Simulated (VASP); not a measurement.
# AlNi (Cmmm) in VASP: a series of runs

Runs on AlNi. Level: r2SCAN. Tasks: single point.

Program: VASP 6.6.1. These are calculated values, not measurements. Logs are shortened: lines on timing, memory, paths and dates and some standing lists are left out, and cuts for length are marked.

## (1) The cell of the first run

Symmetry: Cmmm, No. 65, orthorhombic system. Conventional cell: a = 3.812 Å, b = 3.840 Å, c = 3.047 Å, α = 90.00°, β = 90.00°, γ = 90.00°. Al (site symmetry mmm) has 8 Ni at 2.44 to 2.45 Å and 6 Al at 2.71 to 3.05 Å within 3.2 Å. Ni (site symmetry mmm) has 8 Al at 2.44 to 2.45 Å and 6 Ni at 2.71 to 3.05 Å within 3.2 Å.

## (2) Single point, r2SCAN, collinear spin, ferromagnetic start

Input file POSCAR:

```
AlNi
1.0
    1.9058284305     -1.9200786881      0.0000000000
    1.9058284305      1.9200786881      0.0000000000
    0.0000000000      0.0000000000      3.0468871376
Al Ni
1 1
Direct
    0.0000000000      0.0000000000      0.0000000000
    0.5000000000      0.5000000000      0.5000000000
```

Input file INCAR.step1:

```
SYSTEM = AlNi
ALGO = Normal ; EDIFF = 1E-4
ENCUT = 520 ; GGA = PE
ISMEAR = -1 ; ISPIN = 2
LASPH = .TRUE. ; LCHARG = .FALSE.
LMAXMIX = 4 ; LREAL = .FALSE.
LWAVE = .TRUE. ; MAGMOM = 0 1
NBANDS = 18 ; NELM = 150
PREC = Accurate ; SIGMA = 0.15
```

Input file INCAR.step2:

```
SYSTEM = AlNi
ALGO = Normal ; EDIFF = 1E-6
ENCUT = 520 ; ISIF = 2
ISMEAR = -1 ; ISPIN = 2
ISTART = 1 ; LASPH = .TRUE.
LCHARG = .FALSE. ; LMAXMIX = 4
LMIXTAU = .TRUE. ; LORBIT = 11
LREAL = .FALSE. ; LWAVE = .FALSE.
MAGMOM = 0 1 ; METAGGA = R2SCAN
NBANDS = 18 ; NELM = 150
PREC = Accurate ; SIGMA = 0.15
```

Input file KPOINTS:

```
k-points
0
G
  10 10 9
  0 0 0
```

Potentials or basis: VASP PAW PBE potentials, release 64 (Al, Ni).

Command:

```console
$ cat potpaw_PBE.64/Al/POTCAR potpaw_PBE.64/Ni/POTCAR > POTCAR
$ cp INCAR.step1 INCAR
$ mpirun -np 1 vasp_std > vasp.out
$ cp INCAR.step2 INCAR
$ mpirun -np 1 vasp_std > vasp.out
```

OUTCAR:

```text
SYSTEM = AlNi
   EDIFF = 1E-6
   ENCUT = 520
   ISIF = 2
   ISMEAR = -1
   ISPIN = 2
   ISTART = 1
   LASPH = .TRUE.
   LORBIT = 11
   LREAL = .FALSE.
   METAGGA = R2SCAN
   NELM = 150
   PREC = Accurate

 ion  position               nearest neighbor table
   1  0.000  0.000  0.000-   2 2.44   2 2.44   2 2.44   2 2.44   2 2.45   2 2.45   2 2.45   2 2.45

   2  0.500  0.500  0.500-   1 2.44   1 2.44   1 2.44   1 2.44   1 2.45   1 2.45   1 2.45   1 2.45

  LATTYP: Found a base centered orthorhombic cell.
 ALAT       =     3.8116568610
 B/A-ratio  =     1.0074771986
 C/A-ratio  =     0.7993602910

  Lattice vectors:

 A1 = (   1.9058284305,  -1.9200786881,   0.0000000000)
 A2 = (   1.9058284305,   1.9200786881,   0.0000000000)
 A3 = (   0.0000000000,   0.0000000000,   3.0468871376)

Analysis of symmetry for initial positions (statically):
=====================================================================
 Subroutine PRICEL returns:
 Original cell was already a primitive cell.

 Routine SETGRP: Setting up the symmetry group for a
 base centered orthorhombic supercell.

 Subroutine GETGRP returns: Found  8 space group operations
 (whereof  8 operations were pure point group operations)
 out of a pool of  8 trial point group operations.

The static configuration has the point symmetry D_2h.

Analysis of symmetry for dynamics (positions and initial velocities):
=====================================================================
 Subroutine PRICEL returns:
 Original cell was already a primitive cell.

 Routine SETGRP: Setting up the symmetry group for a
 base centered orthorhombic supercell.

 Subroutine GETGRP returns: Found  8 space group operations
 (whereof  8 operations were pure point group operations)
 out of a pool of  8 trial point group operations.

The dynamic configuration has the point symmetry D_2h.

Analysis of structural, dynamic, and magnetic symmetry:
=====================================================================
 Subroutine PRICEL returns:
 Original cell was already a primitive cell.

 Routine SETGRP: Setting up the symmetry group for a
 base centered orthorhombic supercell.

 Subroutine GETGRP returns: Found  8 space group operations
 (whereof  8 operations were pure point group operations)
 out of a pool of  8 trial point group operations.

The overall configuration has the point symmetry D_2h.

 Subroutine INISYM returns: Found  8 space group operations
 (whereof  8 operations are pure point group operations),
 and found     1 'primitive' translations

[... 116 lines left out ...]
  Fermi-wavevector in a.u.,A,eV,Ry     =   1.367601  2.584392 25.447435  1.870334
  Thomas-Fermi vector in A             =   2.493640
   LORBIT       =     11    0 simple, 1 ext, 2 COOP (PROOUT), +10 PAW based schemes
   METAGGA = R2SCAN    functional components
   LHFCALC =     F    Hartree Fock is set to
   AEXX    =    0.0000 exact exchange contribution
   IVDW    =     0    specifies the selected vdW correction
   LEPSILON=     F    determine dielectric tensor
   LRPA    =     F    only Hartree local field effects (RPA)
 spin polarized calculation
  energy-cutoff  :      520.00
  volume of cell :       22.30
 maximum number of plane-waves:       616
   NGX = 11   NGY = 11   NGZ = 11

 number of electron      13.0000008 magnetization       0.0000159

 number of electron      13.0000008 magnetization      -0.0000010

 Free energy of the ion-electron system (eV)
  ---------------------------------------------------
  ext. energy  EPLUGINS =         0.00000000
  ---------------------------------------------------
  free energy    TOTEN  =       -20.01376545 eV

  energy without entropy =      -19.95104459  energy(sigma->0) =      -19.98240502

 E-fermi :  10.8643     XC(G=0): -13.3868

 val. band max:       10.8491619336   @ k =  -0.4000   0.2000   0.1111
 cond. band min:      10.8786936214   @ k =   0.0000   0.0000   0.2222
 fundamental gap:      0.0295316879
 Fermi energy:        10.8642866792

 spin component 1

 k-point     1 :       0.0000    0.0000    0.0000
  band No.  band energies     occupation
      1      -1.4266      1.00000
      2       6.9805      1.00000
      3       7.1936      1.00000
      4       8.9866      1.00000
      5       9.0076      1.00000
      6       9.2702      0.99998
[... 493 lines left out ...]
     17      36.0932      0.00000
     18      37.3236      0.00000

 [... further k-points ...]

 spin component 2

 k-point     1 :       0.0000    0.0000    0.0000
  band No.  band energies     occupation
      1      -1.4266      1.00000
      2       6.9805      1.00000
      3       7.1936      1.00000
      4       8.9866      1.00000
      5       9.0076      1.00000
      6       9.2702      0.99998
[... 493 lines left out ...]
     17      36.0932      0.00000
     18      37.3236      0.00000

 [... further k-points ...]

------------------------ aborting loop because EDIFF is reached ----------------------------------------

  FORCE on cell =-STRESS in cart. coord.  units (eV):
  Direction    XX          YY          ZZ          XY          YZ          ZX
  --------------------------------------------------------------------------------------
  -------------------------------------------------------------------------------------
  Total        2.0257749      1.7572609      0.7291950     -0.0000000      0.0000000      0.0000000
  in kB      145.5501208    126.2576288     52.3920090     -0.0000000      0.0000000      0.0000000
  external PRESSURE =     108.0665862 kB  Pullay stress =       0.0000000 kB

 VOLUME and BASIS-vectors are now :
 -----------------------------------------------------------------------------
  energy-cutoff  :      520.00
  volume of cell :       22.30
      direct lattice vectors                 reciprocal lattice vectors
     1.905828430 -1.920078688  0.000000000     0.262353102 -0.260405994  0.000000000
     1.905828430  1.920078688  0.000000000     0.262353102  0.260405994  0.000000000
     0.000000000  0.000000000  3.046887138     0.000000000  0.000000000  0.328203821

 POSITION                                       TOTAL-FORCE (eV/Angst)
 -----------------------------------------------------------------------------------
      0.00000      0.00000      0.00000         0.000000      0.000000      0.000000
      1.90583      0.00000      1.52344        -0.000000     -0.000000      0.000000
 -----------------------------------------------------------------------------------
    total drift:                                0.000000      0.000000      0.000000

  FREE ENERGIE OF THE ION-ELECTRON SYSTEM (eV)
  ---------------------------------------------------
  free  energy   TOTEN  =       -20.0137654456 eV

  energy  without entropy=      -19.9510445918  energy(sigma->0) =      -19.98240502

 total charge

# of ion       s       p       d       tot
------------------------------------------
    1        0.393   0.462   0.000   0.855
    2        0.520   0.610   8.508   9.638
--------------------------------------------------
tot          0.913   1.072   8.508  10.493

 magnetization (x)

# of ion       s       p       d       tot
------------------------------------------
    1       -0.000  -0.000   0.000  -0.000
    2        0.000   0.000  -0.000  -0.000
--------------------------------------------------
tot         -0.000  -0.000  -0.000  -0.000
```

OUTCAR.step1:

```text
SYSTEM = AlNi
   EDIFF = 1E-4
   ENCUT = 520
   GGA = PE
   ISMEAR = -1
   ISPIN = 2
   LASPH = .TRUE.
   LREAL = .FALSE.
[... 1252 lines left out ...]
      0.00000      0.00000      0.00000         0.000000     -0.000000      0.000000
      1.90583      0.00000      1.52344        -0.000000      0.000000      0.000000
 -----------------------------------------------------------------------------------
    total drift:                                0.000000      0.000000      0.000000

  FREE ENERGIE OF THE ION-ELECTRON SYSTEM (eV)
  ---------------------------------------------------
  free  energy   TOTEN  =       -10.4356363261 eV

  energy  without entropy=      -10.3722074127  energy(sigma->0) =      -10.40392187
```

Run time: 3 min. Hardware: 1 thread of AMD EPYC 9R45 (Zen 5), shared host; peak memory 0.18 GiB.

What came out:

| Item | Value |
| --- | --- |
| Free energy | -20.0138 eV |
| Pressure | 10.8 GPa |
| Net moment | 0.00 μB per cell |
| Valence electrons inside the program's atomic spheres | Al 0.85; Ni 9.64 |

Stress tensor (GPa, compression positive):
```
14.56  0.00  0.00
 0.00 12.63  0.00
 0.00  0.00  5.24
```

Caveat: the PAW data sets were made with another functional, which shifts forces and pressure a little.

## (3) Single point, r2SCAN, collinear spin, ferromagnetic start

This run uses another cell than the first one, of 11.44 Å³/atom, 1.026 times its volume.

Input file POSCAR:

```
AlNi
1.0
    1.9224016835     -1.9367758626      0.0000000000
    1.9224016835      1.9367758626      0.0000000000
    0.0000000000      0.0000000000      3.0733831383
Al Ni
1 1
Direct
    0.0000000000      0.0000000000      0.0000000000
    0.5000000000      0.5000000000      0.5000000000
```

Input file INCAR.step1:

```
SYSTEM = AlNi
ALGO = Normal
EDIFF = 1E-4
ENCUT = 520
GGA = PE
ISMEAR = -1
ISPIN = 2
LASPH = .TRUE.
LCHARG = .FALSE.
LMAXMIX = 4
LREAL = .FALSE.
LWAVE = .TRUE.
MAGMOM = 0 1
NBANDS = 18
NELM = 150
PREC = Accurate
SIGMA = 0.15
```

Input file INCAR.step2:

```
SYSTEM = AlNi
ALGO = Normal
EDIFF = 1E-6
ENCUT = 520
ISIF = 2
ISMEAR = -1
ISPIN = 2
ISTART = 1
LASPH = .TRUE.
LCHARG = .TRUE.
LELF = .TRUE.
LMAXMIX = 4
LMIXTAU = .TRUE.
LORBIT = 11
LREAL = .FALSE.
LVHAR = .TRUE.
LWAVE = .FALSE.
MAGMOM = 0 1
METAGGA = R2SCAN
NBANDS = 18
NELM = 150
PREC = Accurate
SIGMA = 0.15
```

KPOINTS is that of step 2.

Potentials or basis: VASP PAW PBE potentials, release 64 (Al, Ni).

Command:

```console
$ cat potpaw_PBE.64/Al/POTCAR potpaw_PBE.64/Ni/POTCAR > POTCAR
$ cp INCAR.step1 INCAR
$ mpirun -np 1 vasp_std > vasp.out
$ cp INCAR.step2 INCAR
$ mpirun -np 1 vasp_std > vasp.out
```

Wall time 3.1 min (1 thread of AMD EPYC 9R45 (Zen 5), shared host); peak memory 0.19 GiB.

It converged, with:

```yaml
Free_energy: -20.0431 eV
Pressure: 5.4 GPa
Net_moment: 0.00 μB per cell
Valence_electrons_inside_the_program's_atomic_spheres: Al 0.84; Ni 9.59
```

Stress tensor (GPa, compression positive):
```
8.85 0.00 0.00
0.00 7.05 0.00
0.00 0.00 0.20
```

Levels at points of the mesh, in eV from the Fermi level:
Spin up:
```
           k point  band 3  band 4  band 5  band 6  band 7  band 8  band 9  band 10  band 11  band 12
(0.00, 0.00, 0.00)   -3.53   -1.81   -1.79   -1.54    3.19    7.48    7.66     7.70     9.04    16.35
(0.50, 0.00, 0.00)   -3.03   -2.99   -2.31   -1.67   -0.39    8.26    8.31    10.17    12.40    13.86
(0.50, 0.50, 0.00)   -2.70   -2.67   -2.67   -2.56   -0.91    2.36    3.66    11.90    14.46    14.52
```
Spin down:
```tsv
k point	band 3	band 4	band 5	band 6	band 7	band 8	band 9	band 10	band 11	band 12
(0.00, 0.00, 0.00)	-3.53	-1.81	-1.79	-1.54	3.19	7.48	7.66	7.70	9.04	16.35
(0.50, 0.00, 0.00)	-3.03	-2.99	-2.31	-1.67	-0.39	8.26	8.31	10.17	12.40	13.86
(0.50, 0.50, 0.00)	-2.70	-2.67	-2.67	-2.56	-0.91	2.36	3.66	11.90	14.46	14.52
```

Caveat: the PAW data sets were made with another functional, which shifts forces and pressure a little.

## (4) Single point, r2SCAN, collinear spin, ferromagnetic start

This run uses another cell than the first one, of 11.74 Å³/atom, 1.053 times its volume.

Input file POSCAR:

```
AlNi
1.0
    1.9386940000     -1.9531900000      0.0000000000
    1.9386940000      1.9531900000      0.0000000000
    0.0000000000      0.0000000000      3.0994300000
Al Ni
1 1
Direct
    0.0000000000      0.0000000000      0.0000000000
    0.5000000000      0.5000000000      0.5000000000
```

Input file INCAR.step1:

```
PREC = Accurate ; ENCUT = 520
ISMEAR = -1 ; SIGMA = 0.15
LREAL = F ; LASPH = T
NELM = 150 ; ISPIN = 2
MAGMOM = 0 1 ; LMAXMIX = 4
NBANDS = 18 ; GGA = PE
ALGO = Normal ; EDIFF = 1E-4
LWAVE = T ; LCHARG = F
```

Input file INCAR.step2:

```
PREC = Accurate ; ENCUT = 520
EDIFF = 1E-6 ; ISMEAR = -1
SIGMA = 0.15 ; LREAL = F
LASPH = T ; NELM = 150
ALGO = Normal ; ISIF = 2
LWAVE = F ; LCHARG = F
ISPIN = 2 ; MAGMOM = 0 1
LORBIT = 11 ; LMAXMIX = 4
METAGGA = R2SCAN ; LMIXTAU = T
NBANDS = 18 ; ISTART = 1
```

Input file KPOINTS:

```
regular mesh
0
Gamma
  10 10 9
```

Potentials or basis: VASP PAW PBE potentials, release 64 (Al, Ni).

Command:

```console
$ cat potpaw_PBE.64/Al/POTCAR potpaw_PBE.64/Ni/POTCAR > POTCAR
$ cp INCAR.step1 INCAR
$ mpirun -np 1 vasp_std > vasp.out
$ cp INCAR.step2 INCAR
$ mpirun -np 1 vasp_std > vasp.out
```

OUTCAR:

```text
PREC = Accurate
   ENCUT = 520
   EDIFF = 1E-6
   ISMEAR = -1
   LREAL = F
   LASPH = T
   NELM = 150
   ISIF = 2
   ISPIN = 2
   LORBIT = 11
   METAGGA = R2SCAN
   ISTART = 1

 ion  position               nearest neighbor table
   1  0.000  0.000  0.000-   2 2.48   2 2.48   2 2.48   2 2.48   2 2.49   2 2.49   2 2.49   2 2.49

   2  0.500  0.500  0.500-   1 2.48   1 2.48   1 2.48   1 2.48   1 2.49   1 2.49   1 2.49   1 2.49

  LATTYP: Found a base centered orthorhombic cell.
 ALAT       =     3.8773880000
 B/A-ratio  =     1.0074771986
 C/A-ratio  =     0.7993602910
[... 1227 lines left out ...]
  external PRESSURE =       6.3784946 kB  Pullay stress =       0.0000000 kB

 VOLUME and BASIS-vectors are now :
 -----------------------------------------------------------------------------
  energy-cutoff  :      520.00
  volume of cell :       23.47
      direct lattice vectors                 reciprocal lattice vectors
     1.938694000 -1.953190000  0.000000000     0.257905580 -0.255991481  0.000000000
     1.938694000  1.953190000  0.000000000     0.257905580  0.255991481  0.000000000
     0.000000000  0.000000000  3.099430000     0.000000000  0.000000000  0.322639969

 POSITION                                       TOTAL-FORCE (eV/Angst)
 -----------------------------------------------------------------------------------
      0.00000      0.00000      0.00000         0.000000     -0.000000      0.000000
      1.93869      0.00000      1.54971        -0.000000      0.000000      0.000000
 -----------------------------------------------------------------------------------
    total drift:                                0.000000      0.000000      0.000000

  FREE ENERGIE OF THE ION-ELECTRON SYSTEM (eV)
  ---------------------------------------------------
  free  energy   TOTEN  =       -20.0537901158 eV

  energy  without entropy=      -19.9890341033  energy(sigma->0) =      -20.02141211

 total charge

# of ion       s       p       d       tot
------------------------------------------
    1        0.385   0.437   0.000   0.823
    2        0.497   0.561   8.482   9.539
--------------------------------------------------
tot          0.882   0.998   8.482  10.362

 magnetization (x)

# of ion       s       p       d       tot
------------------------------------------
    1        0.000  -0.000   0.000  -0.000
    2        0.000   0.000   0.000   0.000
--------------------------------------------------
tot          0.000  -0.000   0.000   0.000
```

OSZICAR.step1:

```text
N       E                     dE             d eps       ncg     rms          rms(c)
DAV:   1     0.457905599919E+02    0.45791E+02   -0.52818E+03 11456   0.795E+02
DAV:   2    -0.931561500071E+01   -0.55106E+02   -0.48338E+02 12180   0.163E+02
DAV:   3    -0.119501221751E+02   -0.26345E+01   -0.25802E+01 13174   0.367E+01
DAV:   4    -0.119837474595E+02   -0.33625E-01   -0.33599E-01 12994   0.370E+00
DAV:   5    -0.119845044552E+02   -0.75700E-03   -0.75694E-03 13216   0.602E-01    0.129E+01
DAV:   6    -0.142021830830E+02   -0.22177E+01   -0.44019E+01 12606   0.773E+01    0.169E+01
DAV:   7    -0.105458073689E+02    0.36564E+01   -0.13006E+01 12674   0.454E+01    0.134E+00
DAV:   8    -0.105309910445E+02    0.14816E-01   -0.28930E-01 14808   0.506E+00    0.109E+00
DAV:   9    -0.105167904594E+02    0.14201E-01   -0.52535E-02 14532   0.230E+00    0.489E-01
DAV:  10    -0.105169356355E+02   -0.14518E-03   -0.10941E-03 14926   0.309E-01    0.211E-01
DAV:  11    -0.105169196955E+02    0.15940E-04   -0.23004E-03 12480   0.423E-01    0.765E-02
DAV:  12    -0.105169497151E+02   -0.30020E-04   -0.19592E-04  6708   0.136E-01
   1 F= -.10516950E+02 E0= -.10484160E+02  d E =-.655796E-01  mag=    -0.0007
```

Wall time 3.7 min (1 thread of Intel Xeon Platinum 8488C (Sapphire Rapids), shared host); peak memory 0.21 GiB.

What came out:

```yaml
Free_energy: -20.0538 eV
Pressure: 0.6 GPa
Net_moment: 0.00 μB per cell
Valence_electrons_inside_the_program's_atomic_spheres: Al 0.82; Ni 9.54
```

Levels at points of the mesh, in eV from the Fermi level:
Spin up:
```tsv
k point	band 4	band 5	band 6	band 7	band 8	band 9	band 10	band 11
(0.00, 0.00, 0.00)	-1.75	-1.74	-1.49	3.13	7.38	7.51	7.56	8.95
(0.50, 0.00, 0.00)	-2.89	-2.23	-1.62	-0.38	8.17	8.27	9.94	12.25
(0.50, 0.50, 0.00)	-2.58	-2.57	-2.51	-0.88	2.30	3.51	11.64	14.27
```
Spin down:
```csv
k point,band 4,band 5,band 6,band 7,band 8,band 9,band 10,band 11
"(0.00, 0.00, 0.00)",-1.75,-1.74,-1.49,3.13,7.38,7.51,7.56,8.95
"(0.50, 0.00, 0.00)",-2.89,-2.23,-1.62,-0.38,8.17,8.27,9.94,12.25
"(0.50, 0.50, 0.00)",-2.58,-2.57,-2.51,-0.88,2.30,3.51,11.64,14.27
```

Caveat: the PAW data sets were made with another functional, which shifts forces and pressure a little.

[end of part 1 of 2]
